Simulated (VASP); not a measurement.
ZrAl5N6: relaxation of cell and atoms with PBE

ZrAl5N6:

```
Zr Al N
1.0
     2.93703    0.00000    0.00000
    -1.46851    2.54354    0.00000
     0.00000    0.00000   14.62142
Zr Al N
1 5 6
Direct
  0.00000 0.00000 0.00000
  0.66667 0.33333 0.17903
  0.33333 0.66667 0.33971
  0.00000 0.00000 0.50000
  0.66667 0.33333 0.66029
  0.33333 0.66667 0.82097
  0.66667 0.33333 0.89769
  0.33333 0.66667 0.10231
  0.00000 0.00000 0.25973
  0.66667 0.33333 0.41988
  0.33333 0.66667 0.58012
  0.00000 0.00000 0.74027
```

- Program: VASP 6.6.1
- Task: relaxation of cell and atoms
- Functional: PBE
- Potentials or basis: VASP PAW PBE potentials, release 64 (Zr_sv, Al, N)
- Cutoff: 600 eV
- k mesh: 12 × 12 × 4
- Occupations: gaussian, width 0.1 eV
- Spin: no spin polarisation
- Dipole correction: no
- Further INCAR settings: ALGO = Normal; EDIFF = 1e-06; IBRION = 2; EDIFFG = -0.01; NSW = 100; ISIF = 3

The relaxed volume is 9.09 Å³/atom and the relaxed cell is a = 2.935 Å, b = 2.935 Å, c = 14.615 Å, α = 90.00°, β = 90.00°, γ = 120.00°. The space group after relaxing (to 0.1 Å) is P-3m1 (No. 164) and the energy gained by relaxing is 0.0 meV/atom. The ionic steps are 3. The pressure after relaxing is 0.0 GPa and the largest force after relaxing is 0.009 eV/Å. The band gap on the k mesh is zero (an odd number of electrons rules out a gap without spin polarisation).

Forces on the atoms (eV/Å):
```
Zr   0.000  0.000  0.000
Al   0.000  0.000  0.005
Al   0.000  0.000  0.000
Al   0.000  0.000  0.000
Al   0.000  0.000  0.000
Al   0.000  0.000 -0.005
N    0.000  0.000 -0.009
N    0.000  0.000  0.009
N    0.000  0.000 -0.002
N    0.000  0.000 -0.001
N    0.000  0.000  0.001
N    0.000  0.000  0.002
```

Step by step:
```
step  energy change (eV)  largest force (eV/Å)  pressure (GPa)  volume (Å³)
   1              0.0000                0.0203           -0.39       109.23
   2              0.0000                0.0246            0.39       108.88
   3             -0.0002                0.0092            0.02       109.05
```

Final structure:
```xyz
12
Lattice="2.9353 0.0000 0.0000 -1.4676 2.5420 0.0000 0.0000 0.0000 14.6146" Properties=species:S:1:pos:R:3 pbc="T T T"
Zr   -1.4676    2.5420    0.0000
Al    1.4676    0.8473    2.6161
Al    0.0000    1.6947    4.9645
Al   -1.4676    2.5420    7.3073
Al    1.4676    0.8473    9.6501
Al    0.0000    1.6947   11.9985
N     1.4676    0.8473   13.1188
N     0.0000    1.6947    1.4958
N     2.9353    0.0000    3.7961
N     1.4676    0.8473    6.1365
N     0.0000    1.6947    8.4781
N     0.0000    0.0000   10.8185
```

Levels at points of the mesh, in eV from the Fermi level:
```csv
k point,band 26,band 27,band 28,band 29,band 30,band 31
"(0.00, 0.00, 0.00)",-1.25,-1.25,-1.14,0.45,1.98,1.98
"(0.50, 0.00, 0.00)",-2.40,-2.30,-2.26,-1.42,3.20,4.16
"(0.00, 0.00, 0.50)",-1.39,-1.32,-1.32,0.56,1.98,1.98
"(0.50, 0.00, 0.50)",-2.68,-2.14,-2.11,-1.37,3.32,3.83
```

Wall time 12 min on 1 thread of Intel(R) Xeon(R) Platinum 8375C CPU @ 2.90GHz (Ice Lake) (shared host), peak memory 0.44 GiB.

Caveat: an odd number of electrons without spin polarisation forces a metal; a magnetic or distorted state may lie lower.
